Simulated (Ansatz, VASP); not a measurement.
Two plane-wave programs on Ru

```
Ru
1.0
     2.74768    0.00000    0.00000
    -1.37384    2.37956    0.00000
     0.00000    0.00000    4.13993
Ru
2
Direct
  0.33333 0.66667 0.25000
  0.66667 0.33333 0.75000
```

Alike in both runs: task single point; functional PBEsol; k mesh 21 × 21 × 12; occupations gaussian, width 0.15 eV; no spin polarisation.

|  | VASP | Ansatz |
| --- | --- | --- |
| version | VASP 6.6.1 | Ansatz 0.2.0 |
| potentials or method | VASP PAW PBE potentials, release 64 (Ru_pv), cutoff 520 eV | scalar-relativistic, plane waves, PAW |
| valence electrons in the cell | 28 | 32 |

|  | VASP | Ansatz | Ansatz less VASP |
| --- | --- | --- | --- |
| gap on the k mesh at the Fermi level (eV) | none | none | - |
| pressure (GPa) | -3.9 | -3.8 | +0.14 |
| traceless stress, the component that is largest in VASP (GPa) | 13.69 | 13.72 | +0.027 |

VASP's potentials were made for PBE, not for PBEsol, and Ansatz warns of the same on its side. A gap of «none» marks a metal or a gap that the smearing closes. VASP's potentials hold 28 valence electrons a cell and Ansatz's 32, so a difference there can come from the potentials and not from the codes.
